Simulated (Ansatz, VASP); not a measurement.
## PbO in VASP and in Ansatz

INCAR

```
SYSTEM = PbO
  PREC = Accurate
  ENCUT = 520
  EDIFF = 1E-7
  ISMEAR = 0
  SIGMA = 0.01
  LREAL = .False.
  LASPH = .True.
  NELM = 80
  ALGO = Normal
  ISIF = 2
  LWAVE = .False.
  LCHARG = .True.
  GGA = B5
  ALDAX = 1.0
  AGGAX = 1.0
  AGGAC = 1.0
  ALDAC = 0.0
  LELF = .True.
  LVHAR = .True.
  NBANDS = 28
```

KPOINTS

```
regular mesh
0
Gamma
  4 4 3
  0 0 0
```

Contents of POSCAR:

```
PbO
1.0
    3.9900000000      0.0000000000      0.0000000000
    0.0000000000      3.9900000000      0.0000000000
    0.0000000000      0.0000000000      5.0100000000
Pb O
2 2
Direct
    0.0000000000      0.5000000000      0.2400000000
    0.5000000000      0.0000000000      0.7600000000
    0.0000000000      0.0000000000      0.0000000000
    0.5000000000      0.5000000000      0.0000000000
```

Input for Ansatz:

```yaml
crystal:
  lattice:
    - [3.99, 0.0, 0.0]
    - [0.0, 3.99, 0.0]
    - [0.0, 0.0, 5.01]
  atoms:
    - { symbol: Pb, position: [0.0, 0.5, 0.24] }
    - { symbol: Pb, position: [0.5, 0.0, 0.76] }
    - { symbol: O, position: [0.0, 0.0, 0.0] }
    - { symbol: O, position: [0.5, 0.5, 0.0] }
kpoints:
  mp_grid:
    grid: [4, 4, 3]
hamiltonian:
  xc: blyp
  pseudopotentials:
    kind: nc
scf:
  max_iter: 60
  n_extra_bands: 4
  occupations:
    method: fixed
output:
  eigenvalues: true
```

Alike in both runs: task single point; functional BLYP; k mesh 4 × 4 × 3; no spin polarisation.

|  | VASP | Ansatz |
| --- | --- | --- |
| version | VASP 6.6.1 | Ansatz 0.2.0 |
| potentials or method | VASP PAW PBE potentials, release 64 (Pb_d, O) | plane waves, norm-conserving potentials |
| plane-wave cutoff (eV) | 520 | 1240 |
| occupations | gaussian, width 0.01 eV | fixed |
| valence electrons in the cell | 40 | 40 |

```csv
,VASP,Ansatz,Ansatz less VASP
gap on the k mesh at the Fermi level (eV),1.26,1.27,+0.011
```

VASP's potentials were made for PBE, not for BLYP.

Neither program's run includes spin-orbit coupling.
